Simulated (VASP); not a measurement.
# Sb (R-3m) in VASP: further runs, part 2 of 2

VASP 6.6.1.

## Step 3: Single point, PBE (x and y stretched by -2 %, z held)

File INCAR:

```
ALGO     = Normal         # electronic algorithm
EDIFF    = 1E-7           # SCF threshold, eV
ENCUT    = 520            # plane-wave cutoff, eV
GGA      = PE             # functional
ISIF     = 2              # what is computed and relaxed
ISMEAR   = -1             # smearing method
LASPH    = True           # aspherical terms in the spheres
LCHARG   = True           # write CHGCAR
LELF     = True           # ELF
LREAL    = False          # projectors in reciprocal space
LVHAR    = True         
LWAVE    = False          # write WAVECAR
NBANDS   = 12             # bands
NELM     = 100            # most SCF steps
PREC     = Accurate       # precision mode
SIGMA    = 0.05           # smearing width, eV
```

File KPOINTS:

```
k-points
0
Gamma
  9 9 9
```

File POSCAR:

```
Sb
1.0
    2.1075883254      1.2168166870      3.7440000000
   -2.1075883254      1.2168166870      3.7440000000
    0.0000000000     -2.4336333739      3.7440000000
Sb
2
Direct
    0.2336400000      0.2336400000      0.2336400000
    0.7663600000      0.7663600000      0.7663600000
```

Potentials or basis: VASP PAW PBE potentials, release 64 (Sb).

Run with:

```sh
$ cat potpaw_PBE.64/Sb/POTCAR > POTCAR
$ mpirun -np 1 vasp_std > vasp.out
```

OUTCAR:

```text
EDIFF = 1E-7
   ENCUT = 520
   GGA = PE
   ISIF = 2
   ISMEAR = -1
   LASPH = True
   LREAL = False
   NELM = 100
   PREC = Accurate

 ion  position               nearest neighbor table
   1  0.234  0.234  0.234-   2 2.86   2 2.86   2 2.86   2 3.31   2 3.31   2 3.31
   2  0.766  0.766  0.766-   1 2.86   1 2.86   1 2.86   1 3.31   1 3.31   1 3.31

  LATTYP: Found a trigonal (rhomboedric) cell.
 ALAT       =     4.4654347380
 COS(alpha) =     0.5544729564

  Lattice vectors:

 A1 = (   2.1075883254,   1.2168166870,   3.7440000000)
 A2 = (  -2.1075883254,   1.2168166870,   3.7440000000)
 A3 = (   0.0000000000,  -2.4336333739,   3.7440000000)

Analysis of symmetry for initial positions (statically):
=====================================================================
 Subroutine PRICEL returns:
 Original cell was already a primitive cell.

 Routine SETGRP: Setting up the symmetry group for a
 trigonal (rhombohedral) supercell.

 Subroutine GETGRP returns: Found 12 space group operations
 (whereof 12 operations were pure point group operations)
 out of a pool of 12 trial point group operations.

The static configuration has the point symmetry D_3d.

Analysis of symmetry for dynamics (positions and initial velocities):
=====================================================================
 Subroutine PRICEL returns:
 Original cell was already a primitive cell.

 Routine SETGRP: Setting up the symmetry group for a
 trigonal (rhombohedral) supercell.

 Subroutine GETGRP returns: Found 12 space group operations
 (whereof 12 operations were pure point group operations)
 out of a pool of 12 trial point group operations.

The dynamic configuration has the point symmetry D_3d.

 Subroutine INISYM returns: Found 12 space group operations
 (whereof 12 operations are pure point group operations),
 and found     1 'primitive' translations

----------------------------------------------------------------------------------------

                                     Primitive cell

  volume of cell :      57.6100

  direct lattice vectors                    reciprocal lattice vectors
     2.107588325  1.216816687  3.744000000     0.237237981  0.136969412  0.089031339
    -2.107588325  1.216816687  3.744000000    -0.237237981  0.136969412  0.089031339
     0.000000000 -2.433633374  3.744000000     0.000000000 -0.273938825  0.089031339

  length of vectors
     4.465434738  4.465434738  4.465434738     0.288043502  0.288043502  0.288043502

  position of ions in fractional coordinates (direct lattice)
     0.233640000  0.233640000  0.233640000
     0.766360000  0.766360000  0.766360000

  ion indices of the primitive-cell ions
   primitive index   ion index
                 1           1
                 2           2

----------------------------------------------------------------------------------------

 KPOINTS: k-points

Automatic generation of k-mesh.
 Grid dimensions read from file:
[... 24 lines left out ...]
  0.222222  0.000000  0.000000      6.000000
  0.333333  0.000000  0.000000      6.000000
  0.444444  0.000000  0.000000      6.000000
  0.111111  0.111111  0.000000      6.000000
[... 16 lines left out ...]
 -0.333333  0.333333  0.000000      6.000000
  0.444444  0.444444  0.000000      6.000000
 [... further k-points ...]
   k-points           NKPTS =     85   k-points in BZ     NKDIM =     85   number of bands    NBANDS=     12
   number of dos      NEDOS =    301   number of ions     NIONS =      2
   total plane-waves  NPLWV =  46656
   dimension x,y,z NGX =    36 NGY =   36 NGZ =   36
   dimension x,y,z NGXF=    72 NGYF=   72 NGZF=   72
   ions per type =               2
   NGX,Y,Z   is equivalent  to a cutoff of  13.40, 13.40, 13.40 a.u.
   NGXF,Y,Z  is equivalent  to a cutoff of  26.81, 26.81, 26.81 a.u.
 SYSTEM =  unknown system
   PREC   = accura    normal or accurate (medium, high low for compatibility)
   ISTART =      0    job   : 0-new  1-cont  2-samecut
   ICHARG =      2    charge: 1-file 2-atom 10-const
   ISPIN  =      1    spin polarized calculation?
   LNONCOLLINEAR =      F non collinear calculations
   LSORBIT =      F    spin-orbit coupling
   LASPH  =      T    aspherical Exc in radial PAW
   ENCUT  =  520.0 eV  38.22 Ry    6.18 a.u.   8.30  8.30  8.30*2*pi/ulx,y,z
   NELM   =    100;   NELMIN=  2; NELMDL= -5     # of ELM steps
   EDIFF  = 0.1E-06   stopping-criterion for ELM
   LREAL  =      F    real-space projection
   EDIFFG = 0.1E-05   stopping-criterion for IOM
   NSW    =      0    number of steps for IOM
   IBRION =     -1    ionic relax: 0-MD 1-quasi-New 2-CG
   NFREE  =      0    steps in history (QN), initial steepest desc. (CG)
   ISIF   =      2    stress and relaxation
   ISYM   =      2    0-nonsym 1-usesym 2-fastsym
   POTIM  = 0.5000    time-step for ionic-motion
   TEBEG  =    0.0;   TEEND  =   0.0 temperature during run
   PSTRESS=    0.0 pullay stress
   NELECT =      10.0000    total number of electrons
   NUPDOWN=      -1.0000    fix difference up-down
   EMIN   =  10.00;   EMAX   =-10.00  energy-range for DOS
   EFERMI =   0.00;   METHOD = LEGACY
   ISMEAR =    -1;   SIGMA  =   0.05  broadening in eV -4-tet -1-fermi 0-gaus
   EFERMI_NEDOS =   21; number of points for ismear=-14 and -15
   IALGO  =     38    algorithm
   IMIX   =      4    mixing-type and parameters
     AMIX     =   0.40;   BMIX     =  1.00
     AMIX_MAG =   1.60;   BMIX_MAG =  1.00
  volume/ion in A,a.u.               =      28.81       194.39
  Fermi-wavevector in a.u.,A,eV,Ry     =   0.913220  1.725736 11.346865  0.833971
  Thomas-Fermi vector in A             =   2.037707
   LORBIT       =      0    0 simple, 1 ext, 2 COOP (PROOUT), +10 PAW based schemes
   GGA     = PE    functional components
   LHFCALC =     F    Hartree Fock is set to
   AEXX    =    0.0000 exact exchange contribution
   IVDW    =     0    specifies the selected vdW correction
   LEPSILON=     F    determine dielectric tensor
   LRPA    =     F    only Hartree local field effects (RPA)
 non-spin polarized calculation
  energy-cutoff  :      520.00
  volume of cell :       57.61
 maximum number of plane-waves:      1567
 NGX is ok and might be reduce to    36
   NGX = 17   NGY = 17   NGZ = 17

 number of electron      10.0000000 magnetization

 Free energy of the ion-electron system (eV)
  ---------------------------------------------------
  ext. energy  EPLUGINS =         0.00000000
  ---------------------------------------------------
  free energy    TOTEN  =        -8.17466074 eV

  energy without entropy =       -8.17212187  energy(sigma->0) =       -8.17339130

 E-fermi :   7.9524     XC(G=0):  -9.7346

 val. band max:        7.9118078450   @ k =   0.4444   0.0000   0.0000
 cond. band min:       8.0234567714   @ k =   0.3333   0.2222   0.2222
 fundamental gap:      0.1116489264
 Fermi energy:         7.9523761083

 k-point     1 :       0.0000    0.0000    0.0000
  band No.  band energies     occupation
      1      -5.2155      2.00000
      2       3.3363      2.00000
      3       5.5699      2.00000
      4       6.0830      2.00000
      5       6.0830      2.00000
      6       9.9818      0.00000
      7      10.6663      0.00000
      8      10.6663      0.00000
      9      13.0212      0.00000
     10      13.0212      0.00000
     11      13.1271      0.00000
     12      14.3866      0.00000
[... 331 lines left out ...]
 k-point    24 :       0.4444    0.4444    0.0000
  band No.  band energies     occupation
      1      -2.8420      2.00000
      2      -0.0656      2.00000
      3       2.3800      2.00000
      4       3.9338      2.00000
      5       4.1377      2.00000
      6       9.3179      0.00000
      7      12.9574      0.00000
      8      13.5566      0.00000
      9      14.6869      0.00000
     10      16.5384      0.00000
     11      17.7820      0.00000
     12      18.6822      0.00000

 [... further k-points ...]

------------------------ aborting loop because EDIFF is reached ----------------------------------------

  FORCE on cell =-STRESS in cart. coord.  units (eV):
  Direction    XX          YY          ZZ          XY          YZ          ZX
  --------------------------------------------------------------------------------------
  -------------------------------------------------------------------------------------
  Total        2.4330069      2.4330069      1.8142229     -0.0000000      0.0000000      0.0000000
  in kB       67.6637236     67.6637235     50.4548816     -0.0000000      0.0000000      0.0000000
  external PRESSURE =      61.9274429 kB  Pullay stress =       0.0000000 kB

 VOLUME and BASIS-vectors are now :
 -----------------------------------------------------------------------------
  energy-cutoff  :      520.00
  volume of cell :       57.61
      direct lattice vectors                 reciprocal lattice vectors
     2.107588325  1.216816687  3.744000000     0.237237981  0.136969412  0.089031339
    -2.107588325  1.216816687  3.744000000    -0.237237981  0.136969412  0.089031339
     0.000000000 -2.433633374  3.744000000     0.000000000 -0.273938825  0.089031339

 POSITION                                       TOTAL-FORCE (eV/Angst)
 -----------------------------------------------------------------------------------
      0.00000      0.00000      2.62424         0.000000      0.000000      0.484553
      0.00000      0.00000      8.60776         0.000000     -0.000000     -0.484553
 -----------------------------------------------------------------------------------
    total drift:                                0.000000     -0.000000      0.000000

  FREE ENERGIE OF THE ION-ELECTRON SYSTEM (eV)
  ---------------------------------------------------
  free  energy   TOTEN  =        -8.1746607413 eV

  energy  without entropy=       -8.1721218666  energy(sigma->0) =       -8.17339130
```

Run time: 45 s. Hardware: 1 thread of Intel Xeon Platinum 8488C (Sapphire Rapids), shared host; peak memory 0.21 GiB.

What came out:

```yaml
Free_energy: -8.1747 eV
Pressure: 6.2 GPa
Largest_force: 0.485 eV/Å
Band_gap_on_the_k_mesh: zero (bands 5 and 6 overlap by 0.11 eV)
```

Forces in eV/Å, atoms in the order of the input:
```
Sb   0.000  0.000  0.485
Sb   0.000  0.000 -0.485
```

Stress tensor (GPa, compression positive):
```
6.77 0.00 0.00
0.00 6.77 0.00
0.00 0.00 5.05
```

Caveat: the cell differs from its parent crystal (x and y stretched by -2 %, z held); the cell stands under pressure; spin-orbit coupling is left out, which moves the levels of the heavy elements.

## Step 4: Single point, PBE (z stretched by +4 % at fixed volume)

File INCAR:

```
PREC = Accurate
ENCUT = 520
EDIFF = 1E-7
ISMEAR = -1
SIGMA = 0.05
LREAL = False
LASPH = True
NELM = 60
ALGO = Normal
ISIF = 2
LWAVE = False
LCHARG = False
GGA = PE
NBANDS = 12
```

File KPOINTS:

```
regular mesh
0
Gamma
  9 9 9
```

File POSCAR:

```
Sb
1.0
    2.1088371267      1.2175376828      3.8937600000
   -2.1088371267      1.2175376828      3.8937600000
    0.0000000000     -2.4350753655      3.8937600000
Sb
2
Direct
    0.2336400000      0.2336400000      0.2336400000
    0.7663600000      0.7663600000      0.7663600000
```

Run with:

```sh
$ cat potpaw_PBE.64/Sb/POTCAR > POTCAR
$ mpirun -np 1 vasp_std > vasp.out
```

Wall time 34 s (1 thread of Intel Xeon Platinum 8488C (Sapphire Rapids), shared host); peak memory 0.22 GiB.

Results (log left out):

| Item | Value |
| --- | --- |
| Free energy | -8.2270 eV |
| Pressure | 3.5 GPa |
| Largest force | 0.212 eV/Å |
| Band gap on the k mesh | zero (bands 5 and 6 overlap by 0.19 eV) |

Forces in eV/Å, atoms in the order of the input:
```
Sb   0.000  0.000  0.212
Sb   0.000  0.000 -0.212
```

Stress tensor (GPa, compression positive):
```
4.27 0.00 0.00
0.00 4.27 0.00
0.00 0.00 2.05
```

Levels at points of the mesh, in eV from the Fermi level:
```tsv
k point	band 2	band 3	band 4	band 5	band 6	band 7	band 8	band 9
(0.00, 0.00, 0.00)	-4.88	-2.50	-1.58	-1.58	2.08	2.69	2.69	5.23
```

Caveat: the cell stands under pressure; spin-orbit coupling is left out, which moves the levels of the heavy elements.

## Step 5: The runs side by side

| cell | cutoff (eV) | gap on the mesh (eV) | pressure (GPa) | largest force (eV/Å) |
| --- | --- | --- | --- | --- |
| a = 4.530 Å, angles 57.2°, 2 atoms | 500 | - | 1.7 | 0.11 |
| a = 4.465 Å, angles 56.3°, 2 atoms | 520 | none | 6.2 | 0.48 |
| a = 4.592 Å, angles 54.7°, 2 atoms | 520 | none | 3.5 | 0.21 |

Alike in all rows: task single point; level PBE; potentials or basis VASP PAW PBE potentials, release 64 (Sb); no spin polarisation; k mesh 9 × 9 × 9; smearing fermi-dirac 0.05 eV.

Caveats: spin-orbit coupling is left out, which moves the levels of the heavy elements; the cell stands under pressure (at least some runs).

Absolute energies hang on the potentials; compare differences alone.
